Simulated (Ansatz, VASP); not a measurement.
**Rh: VASP beside Ansatz**

```
Rh
1.0
     4.26628    0.00000    0.00000
    -2.13314    3.69471    0.00000
     0.00000    0.00000    2.48504
Rh
2
Direct
  0.33333 0.66667 0.50000
  0.66667 0.33333 0.50000
```

Alike in both runs: functional PBE; k mesh 6 × 6 × 8; occupations gaussian, width 0.1 eV; no spin polarisation.

Ansatz relaxed the structure, and its values are those at the end. VASP's run is a single point on that final structure, the one shown.

```csv
,VASP,Ansatz
version,VASP 6.6.1,Ansatz 0.2.0
potentials or method,"VASP PAW PBE potentials, release 64 (Rh_pv), cutoff 500 eV","scalar-relativistic, plane waves, PAW"
valence electrons in the cell,30,34
```

VASP gave:

| Item | Value |
| --- | --- |
| gap on the k mesh at the Fermi level (eV) | none |
| pressure (GPa) | 0.0 |

Task: Which values does Ansatz return?

Result: gap on the k mesh at the Fermi level (eV): none; pressure (GPa): -0.1.

A gap of «none» marks a metal or a gap that the smearing closes. With one functional, cell and mesh, what is left measures potentials, basis and numerics. VASP's potentials hold 30 valence electrons a cell and Ansatz's 34, so a difference there can come from the potentials and not from the codes.
